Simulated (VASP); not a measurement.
# Cu (I4/mmm) in VASP: a series of runs

The runs below take Cu through single point, with LDA.

All numbers are computed with VASP 6.6.1; they aren't measurements. Logs are shortened: lines on timing, memory, paths and dates and some standing lists are left out, and cuts for length are marked.

## 1. The cell of the first run

Symmetry: I4/mmm, No. 139, tetragonal system. The conventional cell has a = 2.705 Å, b = 2.705 Å, c = 2.867 Å, α = 90.00°, β = 90.00°, γ = 90.00°. Cu (site symmetry 4/mmm) has 14 Cu at 2.39 to 2.87 Å within 3.2 Å.

## 2. Single point, LDA (10.49 Å³/atom)

File INCAR:

```
  PREC = Accurate
  ENCUT = 520
  EDIFF = 1E-6
  ISMEAR = 0
  SIGMA = 0.15
  LREAL = F
  LASPH = T
  NELM = 60
  ALGO = Normal
  ISIF = 2
  LWAVE = F
  LCHARG = T
  GGA = CA
  LELF = T
  LVHAR = T
  NBANDS = 12
```

File KPOINTS:

```
regular mesh
0
Gamma
  24 24 24
```

File POSCAR:

```
Cu
1.0
   -1.3526262129      1.3526262129      1.4336485231
    1.3526262129     -1.3526262129      1.4336485231
    1.3526262129      1.3526262129     -1.4336485231
Cu
1
Direct
    0.0000000000      0.0000000000      0.0000000000
```

Potentials or basis: VASP PAW LDA potentials, release 64 (Cu).

Started as:

```
$ cat potpaw_LDA.64/Cu/POTCAR > POTCAR
$ mpirun -np 1 vasp_std > vasp.out
```

OUTCAR:

```text
PREC = Accurate
   ENCUT = 520
   EDIFF = 1E-6
   ISMEAR = 0
   LREAL = F
   LASPH = T
   NELM = 60
   ISIF = 2
   GGA = CA

 ion  position               nearest neighbor table
   1  0.000  0.000  0.000-

  LATTYP: Found a body centered tetragonal cell.
 ALAT       =     2.7052524258
 C/A-ratio  =     1.0599000000

  Lattice vectors:

 A1 = (  -1.3526262129,   1.3526262129,   1.4336485231)
 A2 = (   1.3526262129,  -1.3526262129,   1.4336485231)
 A3 = (   1.3526262129,   1.3526262129,  -1.4336485231)

Analysis of symmetry for initial positions (statically):
=====================================================================
 Subroutine PRICEL returns:
 Original cell was already a primitive cell.

 Routine SETGRP: Setting up the symmetry group for a
 body centered tetragonal supercell.

 Subroutine GETGRP returns: Found 16 space group operations
 (whereof 16 operations were pure point group operations)
 out of a pool of 16 trial point group operations.

The static configuration has the point symmetry D_4h.

Analysis of symmetry for dynamics (positions and initial velocities):
=====================================================================
 Subroutine PRICEL returns:
 Original cell was already a primitive cell.

 Routine SETGRP: Setting up the symmetry group for a
 body centered tetragonal supercell.

 Subroutine GETGRP returns: Found 16 space group operations
 (whereof 16 operations were pure point group operations)
 out of a pool of 16 trial point group operations.

The dynamic configuration has the point symmetry D_4h.

 Subroutine INISYM returns: Found 16 space group operations
 (whereof 16 operations are pure point group operations),
 and found     1 'primitive' translations

----------------------------------------------------------------------------------------

                                     Primitive cell

  volume of cell :      10.4920

  direct lattice vectors                    reciprocal lattice vectors
    -1.352626213  1.352626213  1.433648523     0.000000000  0.369651272  0.348760517
     1.352626213 -1.352626213  1.433648523     0.369651272  0.000000000  0.348760517
     1.352626213  1.352626213 -1.433648523     0.369651272  0.369651272  0.000000000

  length of vectors
     2.390511123  2.390511123  2.390511123     0.508208580  0.508208580  0.522765842

  position of ions in fractional coordinates (direct lattice)
     0.000000000  0.000000000  0.000000000

  ion indices of the primitive-cell ions
   primitive index   ion index
                 1           1

----------------------------------------------------------------------------------------

 KPOINTS: regular mesh

Automatic generation of k-mesh.
 Grid dimensions read from file:
 generate k-points for:   24   24   24

 Generating k-lattice:

  Cartesian coordinates                     Fractional coordinates (reciprocal lattice)
     0.000000000  0.015402136  0.014531688     0.041666667  0.000000000  0.000000000
     0.015402136  0.000000000  0.014531688     0.000000000  0.041666667  0.000000000
     0.015402136  0.015402136  0.000000000     0.000000000  0.000000000  0.041666667

  Length of vectors
     0.021175358  0.021175358  0.021781910

  Shift w.r.t. Gamma in fractional coordinates (k-lattice)
     0.000000000  0.000000000  0.000000000

 Subroutine IBZKPT returns following result:
 ===========================================

 Found   1063 irreducible k-points:

 Following reciprocal coordinates:
            Coordinates               Weight
  0.000000  0.000000  0.000000      1.000000
  0.041667  0.000000  0.000000      8.000000
  0.083333  0.000000  0.000000      8.000000
  0.125000  0.000000  0.000000      8.000000
  0.166667  0.000000  0.000000      8.000000
  0.208333  0.000000  0.000000      8.000000
[... 16 lines left out ...]
  0.416667  0.041667  0.000000     16.000000
  0.458333  0.041667  0.000000     16.000000
 [... further k-points ...]
   k-points           NKPTS =   1063   k-points in BZ     NKDIM =   1063   number of bands    NBANDS=     12
   number of dos      NEDOS =    301   number of ions     NIONS =      1
   total plane-waves  NPLWV =   5832
   dimension x,y,z NGX =    18 NGY =   18 NGZ =   18
   dimension x,y,z NGXF=    36 NGYF=   36 NGZF=   36
   ions per type =               1
   NGX,Y,Z   is equivalent  to a cutoff of  12.52, 12.52, 12.52 a.u.
   NGXF,Y,Z  is equivalent  to a cutoff of  25.04, 25.04, 25.04 a.u.
 SYSTEM =  unknown system
   PREC   = accura    normal or accurate (medium, high low for compatibility)
   ISTART =      0    job   : 0-new  1-cont  2-samecut
   ICHARG =      2    charge: 1-file 2-atom 10-const
   ISPIN  =      1    spin polarized calculation?
   LNONCOLLINEAR =      F non collinear calculations
   LSORBIT =      F    spin-orbit coupling
   LASPH  =      T    aspherical Exc in radial PAW
   ENCUT  =  520.0 eV  38.22 Ry    6.18 a.u.   4.44  4.44  4.44*2*pi/ulx,y,z
   NELM   =     60;   NELMIN=  2; NELMDL= -5     # of ELM steps
   EDIFF  = 0.1E-05   stopping-criterion for ELM
   LREAL  =      F    real-space projection
   EDIFFG = 0.1E-04   stopping-criterion for IOM
   NSW    =      0    number of steps for IOM
   IBRION =     -1    ionic relax: 0-MD 1-quasi-New 2-CG
   NFREE  =      0    steps in history (QN), initial steepest desc. (CG)
   ISIF   =      2    stress and relaxation
   ISYM   =      2    0-nonsym 1-usesym 2-fastsym
   POTIM  = 0.5000    time-step for ionic-motion
   TEBEG  =    0.0;   TEEND  =   0.0 temperature during run
   PSTRESS=    0.0 pullay stress
   NELECT =      11.0000    total number of electrons
   NUPDOWN=      -1.0000    fix difference up-down
   EMIN   =  10.00;   EMAX   =-10.00  energy-range for DOS
   EFERMI =   0.00;   METHOD = LEGACY
   ISMEAR =     0;   SIGMA  =   0.15  broadening in eV -4-tet -1-fermi 0-gaus
   EFERMI_NEDOS =   21; number of points for ismear=-14 and -15
   IALGO  =     38    algorithm
   IMIX   =      4    mixing-type and parameters
     AMIX     =   0.40;   BMIX     =  1.00
     AMIX_MAG =   1.60;   BMIX_MAG =  1.00
  volume/ion in A,a.u.               =      10.49        70.80
  Fermi-wavevector in a.u.,A,eV,Ry     =   1.663105  3.142812 37.632596  2.765918
  Thomas-Fermi vector in A             =   2.749880
   LORBIT       =      0    0 simple, 1 ext, 2 COOP (PROOUT), +10 PAW based schemes
   GGA     = CA    functional components
   LHFCALC =     F    Hartree Fock is set to
   AEXX    =    0.0000 exact exchange contribution
   IVDW    =     0    specifies the selected vdW correction
   LEPSILON=     F    determine dielectric tensor
   LRPA    =     F    only Hartree local field effects (RPA)
 non-spin polarized calculation
 Gauss-broadening in eV      SIGMA  =   0.15
  energy-cutoff  :      520.00
  volume of cell :       10.49
 maximum number of plane-waves:       294
 NGX is ok and might be reduce to    18
   NGX =  9   NGY =  9   NGZ =  9

 number of electron      11.0000008 magnetization

 Free energy of the ion-electron system (eV)
  ---------------------------------------------------
  ext. energy  EPLUGINS =         0.00000000
  ---------------------------------------------------
  free energy    TOTEN  =        -4.65661629 eV

  energy without entropy =       -4.65274153  energy(sigma->0) =       -4.65467891

 E-fermi :   8.9483     XC(G=0): -13.8108

 val. band max:        8.9467680441   @ k =   0.5000   0.1250   0.0000
 cond. band min:       8.9495389617   @ k =   0.5000   0.3333   0.0833
 fundamental gap:      0.0027709176
 Fermi energy:         8.9482587375

 k-point     1 :       0.0000    0.0000    0.0000
  band No.  band energies     occupation
      1      -1.3613      2.00000
      2       5.2911      2.00000
      3       5.2911      2.00000
      4       5.5460      2.00000
      5       6.4386      2.00000
      6       6.7045      2.00000
      7      34.3505      0.00000
      8      35.5116      0.00000
      9      35.5116      0.00000
     10      38.9811      0.00000
     11      39.2998      0.00000
     12      40.2765      0.00000

 k-point     2 :       0.0417    0.0000    0.0000
  band No.  band energies     occupation
      1      -1.2895      2.00000
      2       5.2913      2.00000
      3       5.2996      2.00000
      4       5.5533      2.00000
      5       6.4290      2.00000
      6       6.6986      2.00000
      7      33.8765      0.00000
      8      35.0586      0.00000
      9      35.3473      0.00000
     10      38.0811      0.00000
     11      39.0707      0.00000
     12      39.3515      0.00000

 k-point     3 :       0.0833    0.0000    0.0000
  band No.  band energies     occupation
      1      -1.0757      2.00000
      2       5.2901      2.00000
      3       5.3038      2.00000
      4       5.5963      2.00000
      5       6.4017      2.00000
      6       6.6840      2.00000
      7      32.2160      0.00000
      8      34.4554      0.00000
      9      34.9326      0.00000
     10      37.3550      0.00000
     11      37.9233      0.00000
     12      38.2930      0.00000
[... 286 lines left out ...]
 k-point    23 :       0.4167    0.0417    0.0000
  band No.  band energies     occupation
      1       3.0831      2.00000
      2       4.6612      2.00000
      3       6.3836      2.00000
      4       6.5412      2.00000
      5       7.0023      2.00000
      6       7.7644      2.00000
      7      14.8332      0.00000
      8      27.4691      0.00000
      9      28.5241      0.00000
     10      32.9569      0.00000
     11      36.2890      0.00000
     12      43.2057      0.00000

 k-point    24 :       0.4583    0.0417    0.0000
  band No.  band energies     occupation
      1       3.1414      2.00000
      2       4.6350      2.00000
      3       6.3786      2.00000
      4       6.6474      2.00000
      5       7.1849      2.00000
      6       8.1905      2.00000
      7      13.8828      0.00000
      8      27.3476      0.00000
      9      28.2985      0.00000
     10      32.8729      0.00000
     11      36.2504      0.00000
     12      42.9113      0.00000

 [... further k-points ...]

------------------------ aborting loop because EDIFF is reached ----------------------------------------

  FORCE on cell =-STRESS in cart. coord.  units (eV):
  Direction    XX          YY          ZZ          XY          YZ          ZX
  --------------------------------------------------------------------------------------
  -------------------------------------------------------------------------------------
  Total        0.5817935      0.5817935      0.6577570      0.0000000     -0.0000000      0.0000000
  in kB       88.8425735     88.8425735    100.4425559      0.0000000     -0.0000000      0.0000000
  external PRESSURE =      92.7092343 kB  Pullay stress =       0.0000000 kB

 VOLUME and BASIS-vectors are now :
 -----------------------------------------------------------------------------
  energy-cutoff  :      520.00
  volume of cell :       10.49
      direct lattice vectors                 reciprocal lattice vectors
    -1.352626213  1.352626213  1.433648523     0.000000000  0.369651272  0.348760517
     1.352626213 -1.352626213  1.433648523     0.369651272  0.000000000  0.348760517
     1.352626213  1.352626213 -1.433648523     0.369651272  0.369651272  0.000000000

 POSITION                                       TOTAL-FORCE (eV/Angst)
 -----------------------------------------------------------------------------------
      0.00000      0.00000      0.00000         0.000000     -0.000000     -0.000000
 -----------------------------------------------------------------------------------
    total drift:                                0.000000     -0.000000      0.000000

  FREE ENERGIE OF THE ION-ELECTRON SYSTEM (eV)
  ---------------------------------------------------
  free  energy   TOTEN  =        -4.6566162902 eV

  energy  without entropy=       -4.6527415347  energy(sigma->0) =       -4.65467891
```

Wall time 50 s (1 thread of AMD EPYC 9R45 (Zen 5), shared host); peak memory 0.2 GiB.

What came out:

- Free energy: -4.6566 eV
- Pressure: 9.3 GPa
- Band gap on the k mesh: zero (an odd number of electrons rules out a gap without spin polarisation)

Stress tensor (GPa, compression positive):
```
 8.88  0.00  0.00
 0.00  8.88  0.00
 0.00  0.00 10.04
```

Caveat: the cell stands under pressure.

## 3. Single point, LDA (10.49 Å³/atom)

File INCAR:

```
PREC = Accurate ; ENCUT = 520
EDIFF = 1E-7 ; ISMEAR = 0
SIGMA = 0.15 ; LREAL = F
LASPH = T ; NELM = 80
ALGO = Normal ; ISIF = 2
LWAVE = F ; LCHARG = F
GGA = CA ; NBANDS = 12
```

KPOINTS is that of step 2.

File POSCAR:

```
Cu
1.0
   -1.4080868461      1.4080868461      1.3229377452
    1.4080868461     -1.4080868461      1.3229377452
    1.4080868461      1.4080868461     -1.3229377452
Cu
1
Direct
    0.0000000000      0.0000000000      0.0000000000
```

Potentials or basis: VASP PAW LDA potentials, release 64 (Cu).

Started as:

```
$ cat potpaw_LDA.64/Cu/POTCAR > POTCAR
$ mpirun -np 1 vasp_std > vasp.out
```

OUTCAR:

```text
PREC = Accurate
   ENCUT = 520
   EDIFF = 1E-7
   ISMEAR = 0
   LREAL = F
   LASPH = T
   NELM = 80
   ISIF = 2
   GGA = CA

 ion  position               nearest neighbor table
   1  0.000  0.000  0.000-

  LATTYP: Found a body centered tetragonal cell.
 ALAT       =     2.8161736922
 C/A-ratio  =     0.9395285162

  Lattice vectors:

 A1 = (  -1.4080868461,   1.4080868461,   1.3229377452)
 A2 = (   1.4080868461,  -1.4080868461,   1.3229377452)
 A3 = (   1.4080868461,   1.4080868461,  -1.3229377452)

Analysis of symmetry for initial positions (statically):
=====================================================================
 Subroutine PRICEL returns:
 Original cell was already a primitive cell.

 Routine SETGRP: Setting up the symmetry group for a
 body centered tetragonal supercell.

 Subroutine GETGRP returns: Found 16 space group operations
 (whereof 16 operations were pure point group operations)
 out of a pool of 16 trial point group operations.

The static configuration has the point symmetry D_4h.

[... 167 lines left out ...]
  band No.  band energies     occupation
      1      -1.3611      2.00000
      2       5.1761      2.00000
      3       5.4776      2.00000
      4       5.4776      2.00000
      5       6.4073      2.00000
      6       6.7293      2.00000
      7      34.5140      0.00000
      8      34.5140      0.00000
      9      36.2751      0.00000
     10      39.1700      0.00000
     11      39.4421      0.00000
     12      39.7102      0.00000
[... 331 lines left out ...]
 k-point    24 :       0.4583    0.0417    0.0000
  band No.  band energies     occupation
      1       3.1688      2.00000
      2       4.4068      2.00000
      3       6.5168      2.00000
      4       6.8049      2.00000
      5       7.2777      2.00000
      6       8.4535      2.00000
      7      14.3286      0.00000
      8      26.3379      0.00000
      9      27.1036      0.00000
     10      31.8017      0.00000
     11      35.2546      0.00000
     12      43.9940      0.00000

 [... further k-points ...]

------------------------ aborting loop because EDIFF is reached ----------------------------------------

  FORCE on cell =-STRESS in cart. coord.  units (eV):
  Direction    XX          YY          ZZ          XY          YZ          ZX
  --------------------------------------------------------------------------------------
  -------------------------------------------------------------------------------------
  Total        0.6032220      0.6032220      0.6283691      0.0000000     -0.0000000      0.0000000
  in kB       92.1148145     92.1148145     95.9548937      0.0000000     -0.0000000      0.0000000
  external PRESSURE =      93.3948409 kB  Pullay stress =       0.0000000 kB

 VOLUME and BASIS-vectors are now :
 -----------------------------------------------------------------------------
  energy-cutoff  :      520.00
  volume of cell :       10.49
      direct lattice vectors                 reciprocal lattice vectors
    -1.408086846  1.408086846  1.322937745     0.000000000  0.355091734  0.377946734
     1.408086846 -1.408086846  1.322937745     0.355091734  0.000000000  0.377946734
     1.408086846  1.408086846 -1.322937745     0.355091734  0.355091734  0.000000000

 POSITION                                       TOTAL-FORCE (eV/Angst)
 -----------------------------------------------------------------------------------
      0.00000      0.00000      0.00000         0.000000      0.000000      0.000000
 -----------------------------------------------------------------------------------
    total drift:                                0.000000     -0.000000      0.000000

  FREE ENERGIE OF THE ION-ELECTRON SYSTEM (eV)
  ---------------------------------------------------
  free  energy   TOTEN  =        -4.6553110435 eV

  energy  without entropy=       -4.6513524088  energy(sigma->0) =       -4.65333173
```

stdout:

```text
POSCAR found type information on POSCAR Cu
 POSCAR found :  1 types and       1 ions
 scaLAPACK will be used
 LDA part: xc-table for (Slater(with rela. corr.)+CA(PZ))
 , standard interpolation
 POSCAR, INCAR and KPOINTS ok, starting setup
 FFT: planning ... GRIDC
 FFT: planning ... GRID_SOFT
 FFT: planning ... GRID
 WAVECAR not read
 entering main loop
```

It took 48 s on 1 thread of AMD EPYC 9R45 (Zen 5), shared host; peak memory 0.2 GiB.

What came out:

* Free energy: -4.6553 eV
* Pressure: 9.3 GPa
* Band gap on the k mesh: zero (an odd number of electrons rules out a gap without spin polarisation)

Stress tensor (GPa, compression positive):
```
9.21 0.00 0.00
0.00 9.21 0.00
0.00 0.00 9.60
```

Caveat: the cell stands under pressure.

(Part 1 of 2 ends here.)
